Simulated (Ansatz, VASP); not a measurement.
## One calculation of Pt, two programs

```
Pt
1.0
     0.00000    1.95904    1.95904
     1.95904    0.00000    1.95904
     1.95904    1.95904    0.00000
Pt
1
Direct
  0.00000 0.00000 0.00000
```

Alike in both runs: functional PBEsol; k mesh 18 × 18 × 18; occupations gaussian, width 0.1 eV; no spin polarisation.

Ansatz relaxed the structure, and its values are those at the end. VASP's run is a single point on that final structure, the one shown.

|  | VASP | Ansatz |
| --- | --- | --- |
| version | VASP 6.6.1 | Ansatz 0.2.0 |
| potentials or method | VASP PAW PBE potentials, release 64 (Pt), cutoff 520 eV | scalar-relativistic, plane waves, PAW |
| valence electrons in the cell | 10 | 18 |

VASP gave:

| Property | Result |
| --- | --- |
| gap on the k mesh at the Fermi level (eV) | none |
| pressure (GPa) | -0.4 |

Question: What did Ansatz give for the same quantities?

Answer: gap on the k mesh at the Fermi level (eV): none; pressure (GPa): 0.0.

VASP's potentials were made for PBE, not for PBEsol. A gap of «none» marks a metal or a gap that the smearing closes. The functional is the same, so the differences come from potentials, cutoffs and numerics. VASP's potentials hold 10 valence electrons a cell and Ansatz's 18, so a difference there can come from the potentials and not from the codes.

Neither program's run includes spin-orbit coupling.
